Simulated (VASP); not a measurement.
A run of VASP 6.6.1 is set up as follows.

The input INCAR:

```
PREC = Accurate ; ENCUT = 520
EDIFF = 1E-7 ; ISMEAR = 0
SIGMA = 0.05 ; LREAL = F
LASPH = T ; NELM = 150
ALGO = Normal ; ISIF = 2
LWAVE = F ; LCHARG = F
ISPIN = 2 ; MAGMOM = 0.5 0.5 0.5 0.5
LORBIT = 11 ; GGA = PE
NBANDS = 30
```

Contents of KPOINTS:

```
regular mesh
0
Gamma
  1 1 13
```

Contents of POSCAR:

```
HgTe
1.0
   11.7000000000      0.0000000000      0.0000000000
    0.0000000000      9.3000000000      0.0000000000
    0.0000000000      0.0000000000      5.4401793148
Hg Te
2 2
Direct
    0.4109868260      0.5000000000      0.0000000000
    0.5890131740      0.5000000000      0.5000000000
    0.3445416979      0.5000000000      0.5000000000
    0.6554583021      0.5000000000      0.0000000000
```

Potentials or basis: VASP PAW PBE potentials, release 64 (Hg, Te).

Run with:

```bash
$ cat potpaw_PBE.64/Hg/POTCAR potpaw_PBE.64/Te/POTCAR > POTCAR
$ mpirun -np 1 vasp_std > vasp.out
```

Question: What does it give for the net moment?

Answer: 0.00 μB per cell.

Question: What does it give for the band gap on the k mesh?

Answer: 0.33 eV (least direct gap 0.46 eV).

Question: What does it give for the largest force?

Answer: 0.028 eV/Å.

Forces in eV/Å, atoms in the order of the input:
```
Hg  -0.012  0.000  0.000
Hg   0.012  0.000  0.000
Te  -0.028  0.000  0.000
Te   0.028  0.000  0.000
```

Caveat: spin-orbit coupling is left out, which moves the levels of the heavy elements.
